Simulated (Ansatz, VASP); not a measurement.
# Two plane-wave programs on AgCl

File INCAR:

```
PREC     = Accurate       # precision mode
ENCUT    = 600            # plane-wave cutoff, eV
EDIFF    = 1E-7           # SCF threshold, eV
ISMEAR   = 0              # smearing method
SIGMA    = 0.02           # smearing width, eV
LREAL    = False          # projectors in reciprocal space
LASPH    = True           # aspherical terms in the spheres
NELM     = 60             # most SCF steps
ALGO     = Normal         # electronic algorithm
ISIF     = 3              # what is computed and relaxed
LWAVE    = False          # write WAVECAR
LCHARG   = False          # write CHGCAR
GGA      = PE             # functional
IBRION   = 2              # ionic algorithm
NSW      = 80             # ionic steps
EDIFFG   = -0.01          # ionic threshold
```

KPOINTS

```
regular mesh
0
Gamma
  9 9 4
```

Contents of POSCAR:

```
AgCl
1.0
    4.1744995511      0.0000000000      0.0000000000
   -2.0872497756      3.6152226594      0.0000000000
    0.0000000000      0.0000000000      6.7948703456
Ag Cl
2 2
Direct
    0.6666666667      0.3333333333      0.5002641353
    0.3333333333      0.6666666667      0.0002641353
    0.6666666667      0.3333333333      0.8767358647
    0.3333333333      0.6666666667      0.3767358647
```

Input for Ansatz:

```yaml
crystal:
  lattice:
    - [4.1744995511, 0.0, 0.0]
    - [-2.0872497756, 3.6152226594, 0.0]
    - [0.0, 0.0, 6.7948703456]
  atoms:
    - { symbol: Ag, position: [0.6666666667, 0.3333333333, 0.5002641353] }
    - { symbol: Ag, position: [0.3333333333, 0.6666666667, 0.0002641353] }
    - { symbol: Cl, position: [0.6666666667, 0.3333333333, 0.8767358647] }
    - { symbol: Cl, position: [0.3333333333, 0.6666666667, 0.3767358647] }
basis:
  ecutwfc: 420
kpoints:
  mp_grid: { grid: [9, 9, 4] }
hamiltonian:
  xc: pbe
scf:
  occupations: { method: gaussian, width: 0.02 }
output:
  forces: true
  stress: true
  eigenvalues: true
relax:
  adjacent_minimum: "off"
  f_tol: 0.01
  max_steps: 60
  cell: { stress_tol: 0.1 }
```

Alike in both runs: task relaxation of cell and atoms; functional PBE; k mesh 9 × 9 × 4; occupations gaussian, width 0.02 eV; no spin polarisation.

|  | VASP | Ansatz |
| --- | --- | --- |
| version | VASP 6.6.1 | Ansatz 0.2.0 |
| potentials or method | VASP PAW PBE potentials, release 64 (Ag, Cl), cutoff 600 eV | scalar-relativistic, plane waves, PAW |
| valence electrons in the cell | 36 | 52 |

```tsv
	VASP	Ansatz	Ansatz less VASP
gap on the k mesh at the Fermi level, each at its own relaxed structure (eV)	1.31	1.31	+0.002
relaxed volume (Å³/atom)	27.74	27.83	+0.081
relaxed length of the cell vector where the two differ most in proportion (Å)	6.972	6.948	-0.0238
```

VASP's potentials hold 36 valence electrons a cell and Ansatz's 52, so a difference there can come from the potentials and not from the codes.
